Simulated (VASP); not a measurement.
# Al (Fm-3m) in VASP: relaxation of cell and atoms with PBE

Aim: the relaxation of cell and atoms of Al with PBE.

All numbers are computed with VASP 6.6.1; they aren't measurements. Logs are shortened: lines on timing, memory, paths and dates and some standing lists are left out, and cuts for length are marked.

**1. The cell of the first run**

It takes space group Fm-3m (No. 225, cubic). The conventional cell has a = 4.039 Å, b = 4.039 Å, c = 4.039 Å, α = 90.00°, β = 90.00°, γ = 90.00°. Within 3.8 Å of Al (site symmetry m-3m) lie 12 Al at 2.86 Å.

**2. Relaxation of cell and atoms, PBE**

Input file INCAR:

```
SYSTEM = Al
PREC = Accurate
ENCUT = 600
EDIFF = 1E-6
ISMEAR = 0
SIGMA = 0.1
LREAL = .FALSE.
LASPH = .TRUE.
NELM = 100
ALGO = Normal
ISIF = 3
LWAVE = .FALSE.
LCHARG = .FALSE.
GGA = PE
IBRION = 2
NSW = 100
EDIFFG = -0.005
ISYM = 0
```

Input file KPOINTS:

```
Automatic mesh
0
Gamma
  18 18 18
  0.5 0.5 0.5
```

Input file POSCAR:

```
Al
1.0
    0.0000000000      2.0194648466      2.0194648466
    2.0194648466      0.0000000000      2.0194648466
    2.0194648466      2.0194648466      0.0000000000
Al
1
Direct
    0.0000000000      0.0000000000      0.0000000000
```

Potentials or basis: VASP PAW PBE potentials, release 64 (Al).

Started as:

```console
$ cat potpaw_PBE.64/Al/POTCAR > POTCAR
$ mpirun -np 1 vasp_std > vasp.out
```

OUTCAR:

```text
SYSTEM = Al
   PREC = Accurate
   ENCUT = 600
   EDIFF = 1E-6
   ISMEAR = 0
   LREAL = .FALSE.
   LASPH = .TRUE.
   NELM = 100
   ISIF = 3
   GGA = PE
   IBRION = 2
   NSW = 100
   EDIFFG = -0.005
   ISYM = 0

 ion  position               nearest neighbor table
   1  0.000  0.000  0.000-

IMPORTANT INFORMATION: All symmetrisations will be switched off!
NOSYMM: (Re-)initialisation of all symmetry stuff for point group C_1.

----------------------------------------------------------------------------------------

                                     Primitive cell

  volume of cell :      16.4717

  direct lattice vectors                    reciprocal lattice vectors
     0.000000000  2.019464847  2.019464847    -0.247590346  0.247590346  0.247590346
     2.019464847  0.000000000  2.019464847     0.247590346 -0.247590346  0.247590346
     2.019464847  2.019464847  0.000000000     0.247590346  0.247590346 -0.247590346

  length of vectors
     2.855954575  2.855954575  2.855954575     0.428839059  0.428839059  0.428839059

  position of ions in fractional coordinates (direct lattice)
     0.000000000  0.000000000  0.000000000

  ion indices of the primitive-cell ions
   primitive index   ion index
                 1           1

----------------------------------------------------------------------------------------

 KPOINTS: Automatic mesh

Automatic generation of k-mesh.
 Grid dimensions read from file:
 generate k-points for:   18   18   18

 Generating k-lattice:

  Cartesian coordinates                     Fractional coordinates (reciprocal lattice)
    -0.013755019  0.013755019  0.013755019     0.055555556  0.000000000  0.000000000
     0.013755019 -0.013755019  0.013755019     0.000000000  0.055555556  0.000000000
     0.013755019  0.013755019 -0.013755019     0.000000000  0.000000000  0.055555556

  Length of vectors
     0.023824392  0.023824392  0.023824392

  Shift w.r.t. Gamma in fractional coordinates (k-lattice)
     0.500000000  0.500000000  0.500000000

 Subroutine IBZKPT returns following result:
 ===========================================

 Found  11664 irreducible k-points:

 Following reciprocal coordinates:
            Coordinates               Weight
  0.027778  0.027778  0.027778      2.000000
  0.027778  0.000000  0.000000      2.000000
  0.000000  0.000000 -0.027778      2.000000
  0.000000  0.027778  0.000000      2.000000
  0.083333  0.027778  0.027778      2.000000
  0.027778  0.083333  0.027778      2.000000
[... 16 lines left out ...]
  0.000000  0.111111 -0.027778      2.000000
  0.111111  0.000000 -0.027778      2.000000
 [... further k-points ...]
   k-points           NKPTS =  11664   k-points in BZ     NKDIM =  11664   number of bands    NBANDS=      5
   number of dos      NEDOS =    301   number of ions     NIONS =      1
   total plane-waves  NPLWV =  13824
   dimension x,y,z NGX =    24 NGY =   24 NGZ =   24
   dimension x,y,z NGXF=    48 NGYF=   48 NGZF=   48
   ions per type =               1
   NGX,Y,Z   is equivalent  to a cutoff of  13.97, 13.97, 13.97 a.u.
   NGXF,Y,Z  is equivalent  to a cutoff of  27.94, 27.94, 27.94 a.u.
 SYSTEM =  Al
   PREC   = accura    normal or accurate (medium, high low for compatibility)
   ISTART =      0    job   : 0-new  1-cont  2-samecut
   ICHARG =      2    charge: 1-file 2-atom 10-const
   ISPIN  =      1    spin polarized calculation?
   LNONCOLLINEAR =      F non collinear calculations
   LSORBIT =      F    spin-orbit coupling
   LASPH  =      T    aspherical Exc in radial PAW
   ENCUT  =  600.0 eV  44.10 Ry    6.64 a.u.   5.70  5.70  5.70*2*pi/ulx,y,z
   NELM   =    100;   NELMIN=  2; NELMDL= -5     # of ELM steps
   EDIFF  = 0.1E-05   stopping-criterion for ELM
   LREAL  =      F    real-space projection
   EDIFFG = -.5E-02   stopping-criterion for IOM
   NSW    =    100    number of steps for IOM
   IBRION =      2    ionic relax: 0-MD 1-quasi-New 2-CG
   NFREE  =      1    steps in history (QN), initial steepest desc. (CG)
   ISIF   =      3    stress and relaxation
   ISYM   =      0    0-nonsym 1-usesym 2-fastsym
   POTIM  = 0.5000    time-step for ionic-motion
   TEBEG  =    0.0;   TEEND  =   0.0 temperature during run
   PSTRESS=    0.0 pullay stress
   NELECT =       3.0000    total number of electrons
   NUPDOWN=      -1.0000    fix difference up-down
   EMIN   =  10.00;   EMAX   =-10.00  energy-range for DOS
   EFERMI =   0.00;   METHOD = LEGACY
   ISMEAR =     0;   SIGMA  =   0.10  broadening in eV -4-tet -1-fermi 0-gaus
   EFERMI_NEDOS =   21; number of points for ismear=-14 and -15
   IALGO  =     38    algorithm
   IMIX   =      4    mixing-type and parameters
     AMIX     =   0.40;   BMIX     =  1.00
     AMIX_MAG =   1.60;   BMIX_MAG =  1.00
  volume/ion in A,a.u.               =      16.47       111.16
  Fermi-wavevector in a.u.,A,eV,Ry     =   0.927974  1.753616 11.716453  0.861135
  Thomas-Fermi vector in A             =   2.054101
   LORBIT       =      0    0 simple, 1 ext, 2 COOP (PROOUT), +10 PAW based schemes
   GGA     = PE    functional components
   LHFCALC =     F    Hartree Fock is set to
   AEXX    =    0.0000 exact exchange contribution
   IVDW    =     0    specifies the selected vdW correction
   LEPSILON=     F    determine dielectric tensor
   LRPA    =     F    only Hartree local field effects (RPA)
 conjugate gradient relaxation of ions
 non-spin polarized calculation
 Gauss-broadening in eV      SIGMA  =   0.10
  energy-cutoff  :      600.00
  volume of cell :       16.47
 maximum number of plane-waves:       562
   NGX = 11   NGY = 11   NGZ = 11

--------------------------------------- Ionic step        1  -------------------------------------------

 number of electron       3.0000000 magnetization

 Free energy of the ion-electron system (eV)
  ---------------------------------------------------
  ext. energy  EPLUGINS =         0.00000000
  ---------------------------------------------------
  free energy    TOTEN  =        -3.74787967 eV

  energy without entropy =       -3.74591377  energy(sigma->0) =       -3.74689672

------------------------ aborting loop because EDIFF is reached ----------------------------------------

  FORCE on cell =-STRESS in cart. coord.  units (eV):
  Direction    XX          YY          ZZ          XY          YZ          ZX
  --------------------------------------------------------------------------------------
  -------------------------------------------------------------------------------------
  Total        0.0069618      0.0069618      0.0069618      0.0000001      0.0000001      0.0000001
  in kB        0.6771641      0.6771655      0.6771646      0.0000111      0.0000114      0.0000099
  external PRESSURE =       0.6771647 kB  Pullay stress =       0.0000000 kB

 VOLUME and BASIS-vectors are now :
 -----------------------------------------------------------------------------
  energy-cutoff  :      600.00
  volume of cell :       16.47
      direct lattice vectors                 reciprocal lattice vectors
     0.000000000  2.019464847  2.019464847    -0.247590346  0.247590346  0.247590346
     2.019464847  0.000000000  2.019464847     0.247590346 -0.247590346  0.247590346
     2.019464847  2.019464847  0.000000000     0.247590346  0.247590346 -0.247590346

 POSITION                                       TOTAL-FORCE (eV/Angst)
 -----------------------------------------------------------------------------------
      0.00000      0.00000      0.00000         0.000000      0.000000     -0.000000
 -----------------------------------------------------------------------------------
    total drift:                                0.000000      0.000000     -0.000000

  FREE ENERGIE OF THE ION-ELECTRON SYSTEM (eV)
  ---------------------------------------------------
  free  energy   TOTEN  =        -3.7478796671 eV

  energy  without entropy=       -3.7459137744  energy(sigma->0) =       -3.74689672

--------------------------------------- Ionic step        2  -------------------------------------------

 number of electron       3.0000000 magnetization

 Free energy of the ion-electron system (eV)
  ---------------------------------------------------
  ext. energy  EPLUGINS =         0.00000000
  ---------------------------------------------------
  free energy    TOTEN  =        -3.74788260 eV

  energy without entropy =       -3.74591659  energy(sigma->0) =       -3.74689959

 E-fermi :   7.9945     XC(G=0): -10.1993

 val. band max:        7.9944418314   @ k =   0.1389  -0.4167   0.3611
 cond. band min:       8.0037842487   @ k =   0.3056  -0.4722   0.3056
 fundamental gap:      0.0093424173
 Fermi energy:         7.9944954672

 k-point     1 :       0.0278    0.0278    0.0278
  band No.  band energies     occupation
      1      -3.1110      2.00000
      2      20.1041      0.00000
      3      20.5365      0.00000
      4      20.5365      0.00000
      5      22.2543      0.00000

 k-point     2 :       0.0278    0.0000    0.0000
  band No.  band energies     occupation
      1      -3.1110      2.00000
      2      20.1041      0.00000
      3      20.5365      0.00000
      4      20.5365      0.00000
      5      22.2543      0.00000

 k-point     3 :       0.0000    0.0000   -0.0278
  band No.  band energies     occupation
      1      -3.1110      2.00000
      2      20.1041      0.00000
      3      20.5365      0.00000
      4      20.5365      0.00000
      5      22.2543      0.00000
[... 153 lines left out ...]
 k-point    23 :       0.0000    0.1111   -0.0278
  band No.  band energies     occupation
      1      -2.7197      2.00000
      2      16.5180      0.00000
      3      19.0212      0.00000
      4      20.2661      0.00000
      5      22.8998      0.00000

 k-point    24 :       0.1111    0.0000   -0.0278
  band No.  band energies     occupation
      1      -2.7197      2.00000
      2      16.5180      0.00000
      3      19.0212      0.00000
      4      20.2661      0.00000
      5      22.8998      0.00000

 [... further k-points ...]

------------------------ aborting loop because EDIFF is reached ----------------------------------------

  FORCE on cell =-STRESS in cart. coord.  units (eV):
  Direction    XX          YY          ZZ          XY          YZ          ZX
  --------------------------------------------------------------------------------------
  -------------------------------------------------------------------------------------
  Total       -0.0004920     -0.0004920     -0.0004920      0.0000001      0.0000002      0.0000002
  in kB       -0.0478122     -0.0478098     -0.0478091      0.0000116      0.0000163      0.0000149
  external PRESSURE =      -0.0478104 kB  Pullay stress =       0.0000000 kB

 VOLUME and BASIS-vectors are now :
 -----------------------------------------------------------------------------
  energy-cutoff  :      600.00
  volume of cell :       16.49
      direct lattice vectors                 reciprocal lattice vectors
     0.000000021  2.020143109  2.020143108    -0.247507222  0.247507219  0.247507219
     2.020143106  0.000000023  2.020143107     0.247507219 -0.247507222  0.247507219
     2.020143108  2.020143109  0.000000021     0.247507219  0.247507219 -0.247507222

 POSITION                                       TOTAL-FORCE (eV/Angst)
 -----------------------------------------------------------------------------------
      0.00000      2.02014      2.02014        -0.000000     -0.000000      0.000000
 -----------------------------------------------------------------------------------
    total drift:                               -0.000000     -0.000000      0.000000

  FREE ENERGIE OF THE ION-ELECTRON SYSTEM (eV)
  ---------------------------------------------------
  free  energy   TOTEN  =        -3.7478825961 eV

  energy  without entropy=       -3.7459165932  energy(sigma->0) =       -3.74689959

 reached required accuracy - stopping structural energy minimisation
```

It took 9.4 min on 1 thread of Intel Xeon 8259CL, shared host; peak memory 1.3 GiB.

What came out:

| Property | Result |
| --- | --- |
| Free energy | -3.7479 eV |
| Relaxed volume | 16.49 Å³/atom |
| Relaxed cell | a = 2.857 Å, b = 2.857 Å, c = 2.857 Å, α = 60.00°, β = 60.00°, γ = 60.00° |
| Space group after relaxing (to 0.1 Å) | Fm-3m (No. 225) |
| Energy gained by relaxing | 0.0 meV/atom |
| Ionic steps | 2 |
| Pressure after relaxing | 0.0 GPa |
| Band gap on the k mesh | zero (an odd number of electrons rules out a gap without spin polarisation) |

Final structure:
```
Al
1.0
     0.00000    2.02014    2.02014
     2.02014    0.00000    2.02014
     2.02014    2.02014    0.00000
Al
1
Direct
  0.00000 0.00000 0.00000
```
